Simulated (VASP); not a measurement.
# PbSe (P1) in VASP: notebook

PbSe is run at these levels: PBEsol; tasks: single point.

All numbers are computed with VASP 6.6.1; they aren't measurements. Logs are shortened: lines on timing, memory, paths and dates and some standing lists are left out, and cuts for length are marked.

## 1. The cell of the first run

The typed cell holds 16 atoms: a = 8.736 Å, b = 8.736 Å, c = 8.736 Å, α = 60.00°, β = 60.00°, γ = 60.00°.

## 2. Single point, PBEsol

Input file INCAR:

```
PREC = Accurate
ENCUT = 520
EDIFF = 1E-6
ISMEAR = -1
SIGMA = 0.19
LREAL = Auto
LASPH = T
NELM = 80
ALGO = Normal
ISIF = 2
LWAVE = F
LCHARG = F
GGA = PS
NBANDS = 94
```

Input file KPOINTS:

```
regular mesh
0
Gamma
  2 2 2
```

Input file POSCAR:

```
PbSe
1.0
    0.0000000000      6.1774044403      6.1774044403
    6.1774044403      0.0000000000      6.1774044403
    6.1774044403      6.1774044403      0.0000000000
Pb Se
8 8
Direct
    0.0160335948     -0.0069017660      0.0089242983
    0.0105265084     -0.0018335371      0.4978666250
   -0.0028652001      0.5193144679     -0.0041141065
   -0.0027664532      0.4907885714      0.5122359286
    0.5166887697     -0.0059216618      0.0040825399
    0.4970301086      0.0043435718      0.4948000458
    0.4991759128      0.4999887137     -0.0114759363
    0.4939263779      0.4970331844      0.4992956232
    0.2333844277      0.2261109846      0.2841984877
    0.2244138316      0.2647532658      0.7565761713
    0.2613114481      0.7249937321      0.2347407417
    0.2424858230      0.7734721024      0.7390196067
    0.7638999592      0.2586275539      0.2130260391
    0.7218709805      0.2629021648      0.7804622551
    0.7494748069      0.7277027178      0.2318902727
    0.7303505127      0.7698026810      0.7558495716
```

Potentials or basis: VASP PAW PBE potentials, release 64 (Pb_d, Se).

Command:

```
$ cat potpaw_PBE.64/Pb_d/POTCAR potpaw_PBE.64/Se/POTCAR > POTCAR
$ mpirun -np 1 vasp_std > vasp.out
```

OUTCAR:

```text
PREC = Accurate
   ENCUT = 520
   EDIFF = 1E-6
   ISMEAR = -1
   LREAL = Auto
   LASPH = T
   NELM = 80
   ISIF = 2
   GGA = PS

 ion  position               nearest neighbor table
   1  0.016  0.993  0.009-  13 2.92  11 2.93  10 2.98  12 3.04  14 3.24  15 3.31
   2  0.011  0.998  0.498-   9 2.79  12 2.92  16 3.15  13 3.29  11 3.32  14 3.38
   3  0.997  0.519  0.996-  15 2.76  10 3.06  13 3.06  12 3.09  16 3.13   9 3.26
   4  0.997  0.491  0.512-  10 2.91   9 3.05  11 3.09  14 3.12  16 3.23  15 3.27
   5  0.517  0.994  0.004-  15 2.86  16 2.93  14 2.94   9 3.18  11 3.25  10 3.34
   6  0.497  0.004  0.495-   9 2.94  12 3.00  16 3.06  13 3.23  10 3.23  15 3.34
[... 8 lines left out ...]
  15  0.749  0.728  0.232-   3 2.76   5 2.86   8 3.01   4 3.27   1 3.31   6 3.34
  16  0.730  0.770  0.756-   5 2.93   6 3.06   7 3.10   3 3.13   2 3.15   4 3.23

  LATTYP: Found a face centered cubic cell.
 ALAT       =    12.3548088806

  Lattice vectors:

 A1 = (   0.0000000000,   6.1774044403,   6.1774044403)
 A2 = (   6.1774044403,   0.0000000000,   6.1774044403)
 A3 = (   6.1774044403,   6.1774044403,   0.0000000000)

Analysis of symmetry for initial positions (statically):
=====================================================================
 Subroutine PRICEL returns:
 Original cell was already a primitive cell.

 Routine SETGRP: Setting up the symmetry group for a
 face centered cubic supercell.

 Subroutine GETGRP returns: Found  1 space group operations
 (whereof  1 operations were pure point group operations)
 out of a pool of 48 trial point group operations.

The static configuration has the point symmetry C_1 .

Analysis of symmetry for dynamics (positions and initial velocities):
=====================================================================
 Subroutine PRICEL returns:
 Original cell was already a primitive cell.

 Routine SETGRP: Setting up the symmetry group for a
 face centered cubic supercell.

 Subroutine GETGRP returns: Found  1 space group operations
 (whereof  1 operations were pure point group operations)
 out of a pool of 48 trial point group operations.

The dynamic configuration has the point symmetry C_1 .

 Subroutine INISYM returns: Found  1 space group operations
 (whereof  1 operations are pure point group operations),
 and found     1 'primitive' translations

----------------------------------------------------------------------------------------
[... 108 lines left out ...]
   IBRION =     -1    ionic relax: 0-MD 1-quasi-New 2-CG
   NFREE  =      0    steps in history (QN), initial steepest desc. (CG)
   ISIF   =      2    stress and relaxation
   ISYM   =      2    0-nonsym 1-usesym 2-fastsym
   POTIM  = 0.5000    time-step for ionic-motion
   TEBEG  =    0.0;   TEEND  =   0.0 temperature during run
   PSTRESS=    0.0 pullay stress
   NELECT =     160.0000    total number of electrons
   NUPDOWN=      -1.0000    fix difference up-down
   EMIN   =  10.00;   EMAX   =-10.00  energy-range for DOS
   EFERMI =   0.00;   METHOD = LEGACY
   ISMEAR =    -1;   SIGMA  =   0.19  broadening in eV -4-tet -1-fermi 0-gaus
   EFERMI_NEDOS =   21; number of points for ismear=-14 and -15
   IALGO  =     38    algorithm
   IMIX   =      4    mixing-type and parameters
     AMIX     =   0.40;   BMIX     =  1.00
     AMIX_MAG =   1.60;   BMIX_MAG =  1.00
  volume/ion in A,a.u.               =      29.47       198.85
  Fermi-wavevector in a.u.,A,eV,Ry     =   1.141911  2.157898 17.741452  1.303960
  Thomas-Fermi vector in A             =   2.278610
   LORBIT       =      0    0 simple, 1 ext, 2 COOP (PROOUT), +10 PAW based schemes
   GGA     = PS    functional components
   LHFCALC =     F    Hartree Fock is set to
   AEXX    =    0.0000 exact exchange contribution
   IVDW    =     0    specifies the selected vdW correction
   LEPSILON=     F    determine dielectric tensor
   LRPA    =     F    only Hartree local field effects (RPA)
 non-spin polarized calculation
  energy-cutoff  :      520.00
  volume of cell :      471.46
 maximum number of plane-waves:     12716
 NGX is ok and might be reduce to    70
   NGX = 33   NGY = 33   NGZ = 33

 number of electron     160.0000003 magnetization

 Free energy of the ion-electron system (eV)
  ---------------------------------------------------
  ext. energy  EPLUGINS =         0.00000000
  ---------------------------------------------------
  free energy    TOTEN  =       -70.48855609 eV

  energy without entropy =      -70.23056250  energy(sigma->0) =      -70.35955929

 E-fermi :   4.7373     XC(G=0):  -9.5877

 val. band max:        4.5769916625   @ k =   0.0000   0.0000   0.0000
 cond. band min:       4.8662267288   @ k =   0.0000   0.0000   0.0000
 fundamental gap:      0.2892350663
 Fermi energy:         4.7372844998

 k-point     1 :       0.0000    0.0000    0.0000
  band No.  band energies     occupation
      1     -12.2802      2.00000
      2     -12.2690      2.00000
      3     -12.2642      2.00000
      4     -12.2117      2.00000
      5     -12.2084      2.00000
      6     -12.2016      2.00000
[... 749 lines left out ...]
     91       7.0523      0.00001
     92       7.3258      0.00000
 [bands above 92 left out]

------------------------ aborting loop because EDIFF is reached ----------------------------------------

  FORCE on cell =-STRESS in cart. coord.  units (eV):
  Direction    XX          YY          ZZ          XY          YZ          ZX
  --------------------------------------------------------------------------------------
  -------------------------------------------------------------------------------------
  Total        0.0110490     -3.8268646     -3.9780802      0.3639316     -0.0880129     -0.2888199
  in kB        0.0375478    -13.0048569    -13.5187339      1.2367509     -0.2990946     -0.9814985
  external PRESSURE =      -8.8286810 kB  Pullay stress =       0.0000000 kB

 VOLUME and BASIS-vectors are now :
 -----------------------------------------------------------------------------
  energy-cutoff  :      520.00
  volume of cell :      471.46
      direct lattice vectors                 reciprocal lattice vectors
     0.000000000  6.177404440  6.177404440    -0.080940143  0.080940143  0.080940143
     6.177404440  0.000000000  6.177404440     0.080940143 -0.080940143  0.080940143
     6.177404440  6.177404440  0.000000000     0.080940143  0.080940143 -0.080940143

 POSITION                                       TOTAL-FORCE (eV/Angst)
 -----------------------------------------------------------------------------------
      6.18990      0.15417      6.23382         0.020228     -0.189182     -0.010731
      9.24160      3.14055      6.23110        -0.088726     -0.275263     -0.450112
      9.36001     12.31169      9.36772        -0.643980      0.037159     -0.149607
      6.19609      9.32460      9.19211         0.018437      0.002816      0.123036
      6.16604      3.21702      9.33262         0.079316     -0.309940     -0.161840
      3.08341      6.12694      3.09719         0.146623      0.195670      0.240112
[... 8 lines left out ...]
      5.92779      6.06229      9.12512         1.197187      0.266672      0.060364
      9.42457      9.18086      9.26705        -0.388249      0.151864     -0.290849
 -----------------------------------------------------------------------------------
    total drift:                               -0.004946      0.017032     -0.001673

  FREE ENERGIE OF THE ION-ELECTRON SYSTEM (eV)
  ---------------------------------------------------
  free  energy   TOTEN  =       -70.4885560913 eV

  energy  without entropy=      -70.2305624952  energy(sigma->0) =      -70.35955929
```

It took 21 min on 1 thread of Oxide Virtual Turin-like, shared host; peak memory 0.74 GiB.

Results:

| Quantity | Value |
| --- | --- |
| Free energy | -70.4886 eV |
| Pressure | -0.9 GPa |
| Largest force | 1.401 eV/Å |
| Band gap on the k mesh | 0.29 eV |

Forces in eV/Å, atoms in the order of the input:
```
Pb   0.020 -0.189 -0.011
Pb  -0.089 -0.275 -0.450
Pb  -0.644  0.037 -0.150
Pb   0.018  0.003  0.123
Pb   0.079 -0.310 -0.162
Pb   0.147  0.196  0.240
Pb   0.445  0.219  0.222
Pb  -0.093  0.135  0.027
Se   0.094 -0.462  0.753
Se  -0.629  0.092  0.027
Se   1.037  0.187 -0.091
Se  -0.442  0.052 -0.102
Se   0.627  0.117 -0.306
Se  -1.379 -0.221  0.109
Se   1.197  0.267  0.060
Se  -0.388  0.152 -0.291
```

Stress tensor (GPa, compression positive):
```
 0.00  0.12 -0.10
 0.12 -1.30 -0.03
-0.10 -0.03 -1.35
```

Levels at points of the mesh, in eV from the valence-band top:
```
           k point  band 78  band 79  band 80  band 81  band 82  band 83
(0.00, 0.00, 0.00)    -0.28    -0.12     0.00     0.29     0.34     0.46
(0.50, 0.00, 0.00)    -1.31    -0.97    -0.94     1.92     1.98     2.41
(0.00, 0.50, 0.00)    -1.34    -0.94    -0.91     1.95     2.01     2.41
(0.00, 0.00, 0.50)    -1.36    -1.02    -0.86     1.88     2.06     2.44
(0.50, 0.50, 0.50)    -1.31    -0.99    -0.93     1.96     1.99     2.29
(0.50, 0.50, 0.00)    -0.68    -0.62    -0.52     1.11     1.21     1.38
(0.00, 0.50, 0.50)    -0.73    -0.45    -0.39     1.07     1.33     1.34
(0.50, 0.00, 0.50)    -0.72    -0.61    -0.50     1.06     1.17     1.34
```

Caveat: the k points lie up to 0.44 Å⁻¹ apart; the atoms stand as in a frame of molecular dynamics; the PAW data sets were made with another functional, which shifts forces and pressure a little; spin-orbit coupling is left out, which moves the levels of the heavy elements.

## 3. Single point, PBEsol

Input file INCAR:

```
  PREC = Accurate
  ENCUT = 520
  EDIFF = 1E-6
  ISMEAR = -1
  SIGMA = 0.19
  LREAL = Auto
  LASPH = True
  NELM = 80
  ALGO = Normal
  ISIF = 2
  LWAVE = False
  LCHARG = False
  GGA = PS
  NBANDS = 94
```

KPOINTS is that of step 2.

Input file POSCAR:

```
PbSe
1.0
    0.0000000000      6.1774044403      6.1774044403
    6.1774044403      0.0000000000      6.1774044403
    6.1774044403      6.1774044403      0.0000000000
Pb Se
8 8
Direct
    0.0227582638     -0.0097121697      0.0126511063
    0.0146156854     -0.0027883879      0.4969906098
   -0.0037528707      0.5270378573     -0.0061809131
   -0.0038648109      0.4869265934      0.5174262963
    0.5234866085     -0.0083270410      0.0057953952
    0.4959561139      0.0063613287      0.4926283408
    0.4988528807      0.5002696569     -0.0161010989
    0.4915246410      0.4956059668      0.4989925024
    0.2265688629      0.2182912764      0.2968171370
    0.2148357798      0.2697292230      0.7583035149
    0.2643311630      0.7157602425      0.2306866118
    0.2399937570      0.7824510353      0.7336886461
    0.7683079594      0.2627096891      0.1991687629
    0.7121597821      0.2664677400      0.7903503886
    0.7476151262      0.7200135661      0.2266780512
    0.7223490939      0.7767146455      0.7585286904
```

Potentials or basis: VASP PAW PBE potentials, release 64 (Pb_d, Se).

Command:

```
$ cat potpaw_PBE.64/Pb_d/POTCAR potpaw_PBE.64/Se/POTCAR > POTCAR
$ mpirun -np 1 vasp_std > vasp.out
```

Wall time 21 min (1 thread of Oxide Virtual Turin-like, shared host); peak memory 0.73 GiB.

It converged, with:

| Property | Result |
| --- | --- |
| Free energy | -69.6967 eV |
| Pressure | 0.2 GPa |
| Largest force | 2.113 eV/Å |
| Band gap on the k mesh | 0.28 eV |

Forces in eV/Å, atoms in the order of the input:
```
Pb  -0.028 -0.289 -0.051
Pb  -0.164 -0.442 -0.919
Pb  -1.167  0.064 -0.127
Pb   0.036 -0.127  0.157
Pb   0.170 -0.571 -0.264
Pb   0.185  0.305  0.331
Pb   0.866  0.212  0.356
Pb  -0.119  0.143  0.001
Se   0.122 -0.659  1.306
Se  -0.769  0.263  0.084
Se   1.377  0.320 -0.143
Se  -0.536  0.209 -0.188
Se   0.856  0.155 -0.396
Se  -2.091 -0.265  0.160
Se   1.815  0.516  0.033
Se  -0.554  0.166 -0.343
```

Stress tensor (GPa, compression positive):
```
 1.64  0.16 -0.17
 0.16 -0.45 -0.05
-0.17 -0.05 -0.55
```

Levels at points of the mesh, in eV from the valence-band top:
| k point | band 78 | band 79 | band 80 | band 81 | band 82 | band 83 |
| --- | --- | --- | --- | --- | --- | --- |
| (0.00, 0.00, 0.00) | -0.45 | -0.21 | 0.00 | 0.28 | 0.38 | 0.53 |
| (0.50, 0.00, 0.00) | -1.18 | -0.96 | -0.90 | 1.76 | 1.87 | 2.23 |
| (0.00, 0.50, 0.00) | -1.21 | -0.92 | -0.81 | 1.80 | 1.88 | 2.23 |
| (0.00, 0.00, 0.50) | -1.30 | -0.97 | -0.82 | 1.72 | 1.92 | 2.27 |
| (0.50, 0.50, 0.50) | -1.18 | -0.98 | -0.87 | 1.82 | 1.85 | 2.07 |
| (0.50, 0.50, 0.00) | -0.69 | -0.56 | -0.43 | 1.01 | 1.14 | 1.33 |
| (0.00, 0.50, 0.50) | -0.74 | -0.38 | -0.29 | 0.99 | 1.28 | 1.31 |
| (0.50, 0.00, 0.50) | -0.70 | -0.55 | -0.42 | 0.92 | 1.07 | 1.29 |

Caveat: the k points lie up to 0.44 Å⁻¹ apart; the atoms stand as in a frame of molecular dynamics; the PAW data sets were made with another functional, which shifts forces and pressure a little; spin-orbit coupling is left out, which moves the levels of the heavy elements.
